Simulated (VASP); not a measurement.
# Ir (P6_3/mmc) in VASP: further runs

Runs on Ir. Level: LDA. Tasks: single point.

Program: VASP 6.6.1. These are calculated values, not measurements. Logs are shortened: lines on timing, memory, paths and dates and some standing lists are left out, and cuts for length are marked.

## (1) The cell of the first run

It takes space group P6_3/mmc (No. 194, hexagonal). Conventional cell: a = 2.579 Å, b = 2.579 Å, c = 4.386 Å, α = 90.00°, β = 90.00°, γ = 120.00°. Within 3.4 Å of Ir (site symmetry -6m2) lie 12 Ir at 2.58 to 2.65 Å.

## (2) Single point, LDA

Contents of INCAR:

```
SYSTEM = Ir
PREC = Accurate ; ENCUT = 500
EDIFF = 1E-6 ; ISMEAR = 0
SIGMA = 0.15 ; LREAL = .False.
LASPH = .True. ; NELM = 120
ALGO = Normal ; ISIF = 2
LWAVE = .False. ; LCHARG = .True.
GGA = CA ; LELF = .True.
LVHAR = .True. ; NBANDS = 16
GGA_COMPAT = .False.
```

Contents of KPOINTS:

```
regular mesh
0
Gamma
  18 18 10
  0 0 0
```

Contents of POSCAR:

```
Ir
1.0
    2.5790000000      0.0000000000      0.0000000000
   -1.2895000000      2.2334795163      0.0000000000
    0.0000000000      0.0000000000      4.3862420605
Ir
2
Direct
    0.6666666667      0.3333333333      0.7500000000
    0.3333333333      0.6666666667      0.2500000000
```

Potentials or basis: VASP PAW LDA potentials, release 64 (Ir).

Command:

```sh
cat potpaw_LDA.64/Ir/POTCAR > POTCAR
mpirun -np 1 vasp_std > vasp.out
```

OUTCAR:

```text
SYSTEM = Ir
   PREC = Accurate
   ENCUT = 500
   EDIFF = 1E-6
   ISMEAR = 0
   LREAL = .False.
   LASPH = .True.
   NELM = 120
   ISIF = 2
   GGA = CA

 ion  position               nearest neighbor table
   1  0.667  0.333  0.750-   2 2.65   2 2.65   2 2.65   2 2.65   2 2.65   2 2.65
   2  0.333  0.667  0.250-   1 2.65   1 2.65   1 2.65   1 2.65   1 2.65   1 2.65

  LATTYP: Found a hexagonal cell.
 ALAT       =     2.5790000000
 C/A-ratio  =     1.7007530285

  Lattice vectors:

 A1 = (   2.5790000000,   0.0000000000,   0.0000000000)
 A2 = (  -1.2895000000,   2.2334795163,   0.0000000000)
 A3 = (   0.0000000000,   0.0000000000,   4.3862420605)

Analysis of symmetry for initial positions (statically):
=====================================================================
 Subroutine PRICEL returns:
 Original cell was already a primitive cell.

 Routine SETGRP: Setting up the symmetry group for a
 hexagonal supercell.

 Subroutine GETGRP returns: Found 24 space group operations
 (whereof 12 operations were pure point group operations)
 out of a pool of 24 trial point group operations.

The static configuration has the point symmetry D_3d.
 The point group associated with its full space group is D_6h.

Analysis of symmetry for dynamics (positions and initial velocities):
=====================================================================
 Subroutine PRICEL returns:
 Original cell was already a primitive cell.

 Routine SETGRP: Setting up the symmetry group for a
 hexagonal supercell.

 Subroutine GETGRP returns: Found 24 space group operations
 (whereof 12 operations were pure point group operations)
 out of a pool of 24 trial point group operations.

The dynamic configuration has the point symmetry D_3d.
 The point group associated with its full space group is D_6h.

 Subroutine INISYM returns: Found 24 space group operations
 (whereof 12 operations are pure point group operations),
 and found     1 'primitive' translations

----------------------------------------------------------------------------------------

                                     Primitive cell

  volume of cell :      25.2654

  direct lattice vectors                    reciprocal lattice vectors
     2.579000000  0.000000000  0.000000000     0.387747189  0.223865944  0.000000000
    -1.289500000  2.233479516  0.000000000     0.000000000  0.447731888  0.000000000
     0.000000000  0.000000000  4.386242060     0.000000000  0.000000000  0.227985594

  length of vectors
     2.579000000  2.579000000  4.386242060     0.447731888  0.447731888  0.227985594

  position of ions in fractional coordinates (direct lattice)
[... 77 lines left out ...]
   ENCUT  =  500.0 eV  36.75 Ry    6.06 a.u.   4.70  4.70  8.00*2*pi/ulx,y,z
   NELM   =    120;   NELMIN=  2; NELMDL= -5     # of ELM steps
   EDIFF  = 0.1E-05   stopping-criterion for ELM
   LREAL  =      F    real-space projection
   EDIFFG = 0.1E-04   stopping-criterion for IOM
   NSW    =      0    number of steps for IOM
   IBRION =     -1    ionic relax: 0-MD 1-quasi-New 2-CG
   NFREE  =      0    steps in history (QN), initial steepest desc. (CG)
   ISIF   =      2    stress and relaxation
   ISYM   =      2    0-nonsym 1-usesym 2-fastsym
   POTIM  = 0.5000    time-step for ionic-motion
   TEBEG  =    0.0;   TEEND  =   0.0 temperature during run
   PSTRESS=    0.0 pullay stress
   NELECT =      18.0000    total number of electrons
   NUPDOWN=      -1.0000    fix difference up-down
   EMIN   =  10.00;   EMAX   =-10.00  energy-range for DOS
   EFERMI =   0.00;   METHOD = LEGACY
   ISMEAR =     0;   SIGMA  =   0.15  broadening in eV -4-tet -1-fermi 0-gaus
   EFERMI_NEDOS =   21; number of points for ismear=-14 and -15
   IALGO  =     38    algorithm
   IMIX   =      4    mixing-type and parameters
     AMIX     =   0.40;   BMIX     =  1.00
     AMIX_MAG =   1.60;   BMIX_MAG =  1.00
  volume/ion in A,a.u.               =      12.63        85.25
  Fermi-wavevector in a.u.,A,eV,Ry     =   1.462145  2.763053 29.087449  2.137867
  Thomas-Fermi vector in A             =   2.578393
   LORBIT       =      0    0 simple, 1 ext, 2 COOP (PROOUT), +10 PAW based schemes
   GGA     = CA    functional components
   LHFCALC =     F    Hartree Fock is set to
   AEXX    =    0.0000 exact exchange contribution
   IVDW    =     0    specifies the selected vdW correction
   LEPSILON=     F    determine dielectric tensor
   LRPA    =     F    only Hartree local field effects (RPA)
 non-spin polarized calculation
 Gauss-broadening in eV      SIGMA  =   0.15
  energy-cutoff  :      500.00
  volume of cell :       25.27
 maximum number of plane-waves:       654
 NGX is ok and might be reduce to    20

 number of electron      17.9999999 magnetization

 Free energy of the ion-electron system (eV)
  ---------------------------------------------------
  ext. energy  EPLUGINS =         0.00000000
  ---------------------------------------------------
  free energy    TOTEN  =       -20.03577399 eV

  energy without entropy =      -20.01466057  energy(sigma->0) =      -20.02521728

 E-fermi :  12.4996     XC(G=0): -14.7979

 val. band max:       12.4928000669   @ k =   0.2222   0.1667   0.1000
 cond. band min:      12.5002183832   @ k =   0.2778   0.1667   0.4000
 fundamental gap:      0.0074183163
 Fermi energy:        12.4996289489

 k-point     1 :       0.0000    0.0000    0.0000
  band No.  band energies     occupation
      1       0.0637      2.00000
      2       2.9466      2.00000
      3       7.2765      2.00000
      4       7.9621      2.00000
      5       7.9621      2.00000
      6       8.6324      2.00000
[... 433 lines left out ...]
      3       4.4721      2.00000
      4       7.7184      2.00000
      5       8.0388      2.00000
      6       8.1378      2.00000
[... 8 lines left out ...]
     15      23.7513      0.00000
     16      26.8797      0.00000

 [... further k-points ...]
[... 5 lines left out ...]
  --------------------------------------------------------------------------------------
  -------------------------------------------------------------------------------------
  Total        9.9816739      9.9816739      5.4809960     -0.0000000      0.0000000     -0.0000000
  in kB      632.9771716    632.9771715    347.5714969     -0.0000000      0.0000000     -0.0000000
  external PRESSURE =     537.8419467 kB  Pullay stress =       0.0000000 kB

 VOLUME and BASIS-vectors are now :
 -----------------------------------------------------------------------------
  energy-cutoff  :      500.00
  volume of cell :       25.27
      direct lattice vectors                 reciprocal lattice vectors
     2.579000000  0.000000000  0.000000000     0.387747189  0.223865944  0.000000000
    -1.289500000  2.233479516  0.000000000     0.000000000  0.447731888  0.000000000
     0.000000000  0.000000000  4.386242060     0.000000000  0.000000000  0.227985594

 POSITION                                       TOTAL-FORCE (eV/Angst)
 -----------------------------------------------------------------------------------
      1.28950      0.74449      3.28968        -0.000000      0.000000      0.000000
     -0.00000      1.48899      1.09656         0.000000     -0.000000      0.000000
 -----------------------------------------------------------------------------------
    total drift:                               -0.000000      0.000000     -0.000000

  FREE ENERGIE OF THE ION-ELECTRON SYSTEM (eV)
  ---------------------------------------------------
  free  energy   TOTEN  =       -20.0357739897 eV

  energy  without entropy=      -20.0146605737  energy(sigma->0) =      -20.02521728
```

OSZICAR:

```text
N       E                     dE             d eps       ncg     rms          rms(c)
DAV:   1     0.145989621370E+03    0.14599E+03   -0.83141E+03  7120   0.113E+03
DAV:   2    -0.175222862801E+02   -0.16351E+03   -0.14807E+03  7104   0.317E+02
DAV:   3    -0.210815699447E+02   -0.35593E+01   -0.35246E+01  9840   0.571E+01
DAV:   4    -0.211240309586E+02   -0.42461E-01   -0.42452E-01  8120   0.513E+00
DAV:   5    -0.211252782165E+02   -0.12473E-02   -0.12472E-02 10064   0.911E-01    0.310E+01
DAV:   6    -0.202706368822E+02    0.85464E+00   -0.80721E-01  9240   0.121E+01    0.139E+01
DAV:   7    -0.200502293684E+02    0.22041E+00   -0.33415E-01  9640   0.737E+00    0.202E+00
DAV:   8    -0.200360013609E+02    0.14228E-01   -0.12394E-02  8528   0.131E+00    0.295E-01
DAV:   9    -0.200357900427E+02    0.21132E-03   -0.89709E-04 10072   0.398E-01    0.956E-02
DAV:  10    -0.200357758834E+02    0.14159E-04   -0.31400E-05  9328   0.545E-02    0.326E-02
DAV:  11    -0.200357739842E+02    0.18992E-05   -0.12700E-06  7528   0.128E-02    0.134E-03
DAV:  12    -0.200357739897E+02   -0.55377E-08   -0.20366E-07  5136   0.403E-03
   1 F= -.20035774E+02 E0= -.20025217E+02  d E =-.211134E-01
```

stdout:

```text
POSCAR found type information on POSCAR Ir
 POSCAR found :  1 types and       2 ions
 scaLAPACK will be used
 LDA part: xc-table for (Slater(with rela. corr.)+CA(PZ))
 , standard interpolation
 POSCAR, INCAR and KPOINTS ok, starting setup
 FFT: planning ... GRIDC
 FFT: planning ... GRID_SOFT
 FFT: planning ... GRID
 WAVECAR not read
 entering main loop
```

Wall time 28 s (1 thread of Intel Xeon 6975P-C (Granite Rapids), shared host); peak memory 0.18 GiB.

Results:

```
Free energy            : -20.0358 eV
Pressure               : 53.8 GPa
Band gap on the k mesh : zero (band 9 reaches 14.08 eV, above the bottom of band 10 at 9.70 eV)
```

Stress tensor (GPa, compression positive):
```
63.30  0.00  0.00
 0.00 63.30  0.00
 0.00  0.00 34.76
```

Caveat: spin-orbit coupling is left out, which moves the levels of the heavy elements.

## (3) Single point, LDA

This run uses another cell than the first one, of the same volume but with other edges.

Contents of INCAR:

```
PREC = Accurate
ENCUT = 500
EDIFF = 1E-6
ISMEAR = 0
SIGMA = 0.15
LREAL = F
LASPH = T
NELM = 120
ALGO = Normal
ISIF = 2
LWAVE = F
LCHARG = F
GGA = CA
NBANDS = 16
GGA_COMPAT = F
```

Contents of KPOINTS:

```
Automatic mesh
0
Gamma
  18 18 10
```

Contents of POSCAR:

```
Ir
1.0
    2.6512000000      0.0000000000      0.0000000000
   -1.3256000000      2.2960065505      0.0000000000
    0.0000000000      0.0000000000      4.1523000000
Ir
2
Direct
    0.6666666667      0.3333333333      0.7500000000
    0.3333333333      0.6666666667      0.2500000000
```

Potentials or basis: VASP PAW LDA potentials, release 64 (Ir).

Command:

```sh
cat potpaw_LDA.64/Ir/POTCAR > POTCAR
mpirun -np 1 vasp_std > vasp.out
```

OUTCAR:

```text
PREC = Accurate
   ENCUT = 500
   EDIFF = 1E-6
   ISMEAR = 0
   LREAL = F
   LASPH = T
   NELM = 120
   ISIF = 2
   GGA = CA

 ion  position               nearest neighbor table
   1  0.667  0.333  0.750-   2 2.58   2 2.58   2 2.58   2 2.58   2 2.58   2 2.58
   2  0.333  0.667  0.250-   1 2.58   1 2.58   1 2.58   1 2.58   1 2.58   1 2.58

  LATTYP: Found a hexagonal cell.
 ALAT       =     2.6512000000
 C/A-ratio  =     1.5661964393

  Lattice vectors:

 A1 = (   2.6512000000,   0.0000000000,   0.0000000000)
 A2 = (  -1.3256000000,   2.2960065505,   0.0000000000)
 A3 = (   0.0000000000,   0.0000000000,   4.1523000000)

Analysis of symmetry for initial positions (statically):
=====================================================================
 Subroutine PRICEL returns:
 Original cell was already a primitive cell.

 Routine SETGRP: Setting up the symmetry group for a
 hexagonal supercell.

 Subroutine GETGRP returns: Found 24 space group operations
[... 156 lines left out ...]
   NGX =  9   NGY =  9   NGZ = 15

 number of electron      17.9999999 magnetization

 Free energy of the ion-electron system (eV)
  ---------------------------------------------------
  ext. energy  EPLUGINS =         0.00000000
  ---------------------------------------------------
  free energy    TOTEN  =       -20.06254926 eV

  energy without entropy =      -20.04077636  energy(sigma->0) =      -20.05166281

 E-fermi :  12.6236     XC(G=0): -14.7950

 val. band max:       12.6191416503   @ k =   0.4444   0.0000   0.2000
 cond. band min:      12.6253809666   @ k =   0.2778  -0.0000   0.4000
 fundamental gap:      0.0062393163
 Fermi energy:        12.6236265610

 k-point     1 :       0.0000    0.0000    0.0000
  band No.  band energies     occupation
      1       0.0596      2.00000
      2       3.0861      2.00000
      3       7.8991      2.00000
      4       7.8991      2.00000
      5       8.2434      2.00000
      6       8.8061      2.00000
[... 433 lines left out ...]
      3       4.4690      2.00000
      4       7.2577      2.00000
      5       7.7236      2.00000
      6       8.5066      2.00000
[... 8 lines left out ...]
     15      24.6953      0.00000
     16      26.9546      0.00000

 [... further k-points ...]
[... 5 lines left out ...]
  --------------------------------------------------------------------------------------
  -------------------------------------------------------------------------------------
  Total        7.2137558      7.2137558     10.9503371      0.0000000      0.0000000      0.0000000
  in kB      457.2647051    457.2647051    694.1186822      0.0000000      0.0000000      0.0000000
  external PRESSURE =     536.2160308 kB  Pullay stress =       0.0000000 kB

 VOLUME and BASIS-vectors are now :
 -----------------------------------------------------------------------------
  energy-cutoff  :      500.00
  volume of cell :       25.28
      direct lattice vectors                 reciprocal lattice vectors
     2.651200000  0.000000000  0.000000000     0.377187689  0.217769414  0.000000000
    -1.325600000  2.296006551  0.000000000     0.000000000  0.435538827  0.000000000
     0.000000000  0.000000000  4.152300000     0.000000000  0.000000000  0.240830383

 POSITION                                       TOTAL-FORCE (eV/Angst)
 -----------------------------------------------------------------------------------
      1.32560      0.76534      3.11423         0.000000      0.000000      0.000000
     -0.00000      1.53067      1.03808        -0.000000      0.000000      0.000000
 -----------------------------------------------------------------------------------
    total drift:                               -0.000000      0.000000     -0.000000

  FREE ENERGIE OF THE ION-ELECTRON SYSTEM (eV)
  ---------------------------------------------------
  free  energy   TOTEN  =       -20.0625492633 eV

  energy  without entropy=      -20.0407763569  energy(sigma->0) =      -20.05166281
```

It took 28 s on 1 thread of Intel Xeon 6975P-C (Granite Rapids), shared host; peak memory 0.18 GiB.

Results:

* Free energy: -20.0625 eV
* Pressure: 53.6 GPa
* Band gap on the k mesh: zero (band 9 reaches 13.80 eV, above the bottom of band 10 at 9.75 eV)

Caveat: spin-orbit coupling is left out, which moves the levels of the heavy elements.
